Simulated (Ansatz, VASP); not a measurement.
**Two plane-wave programs on SiAgBr6**

```
Si Ag Br
1.0
     0.00000    5.10000    5.10000
     5.10000    0.00000    5.10000
     5.10000    5.10000    0.00000
Si Ag Br
1 1 6
Direct
  0.50000 0.50000 0.50000
  0.00000 0.00000 0.00000
  0.74709 0.25291 0.25291
  0.25291 0.74709 0.25291
  0.25291 0.25291 0.74709
  0.25291 0.74709 0.74709
  0.74709 0.25291 0.74709
  0.74709 0.74709 0.25291
```

Alike in both runs: task single point; functional PBE; k mesh 4 × 4 × 4; occupations gaussian, width 0.1 eV; no spin polarisation.

|  | VASP | Ansatz |
| --- | --- | --- |
| version | VASP 6.6.1 | Ansatz 0.2.0 |
| potentials or method | VASP PAW PBE potentials, release 64 (Si, Ag, Br), cutoff 520 eV | scalar-relativistic, plane waves, PAW |
| valence electrons in the cell | 57 | 65 |

```csv
,VASP,Ansatz,Ansatz less VASP
gap on the k mesh at the Fermi level (eV),none,none,-
pressure (GPa),1.5,1.5,+0.01
rms of the force components (eV/Å),0.658,0.658,+0.0001
```

Atom by atom the forces differ by 0.000 eV/Å (rms over components). A gap of «none» marks a metal or a gap that the smearing closes. VASP's potentials hold 57 valence electrons a cell and Ansatz's 65, so a difference there can come from the potentials and not from the codes.
